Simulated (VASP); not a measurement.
Lu, 2 atoms in the cell. It takes space group P6_3/mmc (No. 194, hexagonal). Conventional cell: a = 3.505 Å, b = 3.505 Å, c = 5.470 Å, α = 90.00°, β = 90.00°, γ = 120.00°. Within 4.5 Å of Lu (site symmetry -6m2) lie 12 Lu at 3.40 to 3.50 Å. 

* Program: VASP 6.6.1
* Task: single point
* Functional: r2SCAN
* Potentials or basis: VASP PAW PBE potentials, release 64 (Lu)
* Cutoff: 520 eV
* k mesh: 10 × 10 × 6
* Occupations: methfessel-paxton, width 0.6 eV
* Spin: no spin polarisation
* Dipole correction: no
* Further INCAR settings: ALGO = Normal; EDIFF = 1e-06; NBANDS = 32

Potentials or basis: VASP PAW PBE potentials, release 64 (Lu).

Command:

```bash
$ cat potpaw_PBE.64/Lu/POTCAR > POTCAR
$ cp INCAR.step1 INCAR
$ mpirun -np 1 vasp_std > vasp.out
$ cp INCAR.step2 INCAR
$ mpirun -np 1 vasp_std > vasp.out
```

Hardware: 1 thread of AMD EPYC 7R13 Processor (Zen 3), with other jobs on the host.

How long does it take, and how much memory?

Run time: 7.5 min on 1 thread of AMD EPYC 7R13 Processor (Zen 3), with other jobs on the host, peak memory 0.22 GiB. Counts: k points 56.
